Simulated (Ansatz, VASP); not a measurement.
NbP in VASP and in Ansatz

```
Nb P
1.0
     0.00000    3.50752    0.00000
     3.50752    0.00000    0.00000
     1.75376    1.75376   -5.22511
Nb P
2 2
Direct
  0.00000 0.00000 0.00000
  0.75000 0.25000 0.50000
  0.50000 0.50000 0.00000
  0.25000 0.75000 0.50000
```

Alike in both runs: functional PBE; k mesh 6 × 6 × 6; no spin polarisation.

Ansatz relaxed the structure, and its values are those at the end. VASP's run is a single point on that final structure, the one shown.

|  | VASP | Ansatz |
| --- | --- | --- |
| version | VASP 6.6.1 | Ansatz 0.2.0 |
| potentials or method | VASP PAW PBE potentials, release 64 (Nb_sv, P), cutoff 520 eV | PAW plane waves |
| occupations | fermi-dirac, width 0.1 eV | fermi-dirac |
| valence electrons in the cell | 36 | 36 |

|  | VASP | Ansatz | Ansatz less VASP |
| --- | --- | --- | --- |
| gap on the k mesh at the Fermi level (eV) | none | none | - |
| pressure (GPa) | -0.3 | 0.0 | +0.36 |

A gap of «none» marks a metal or a gap that the smearing closes.
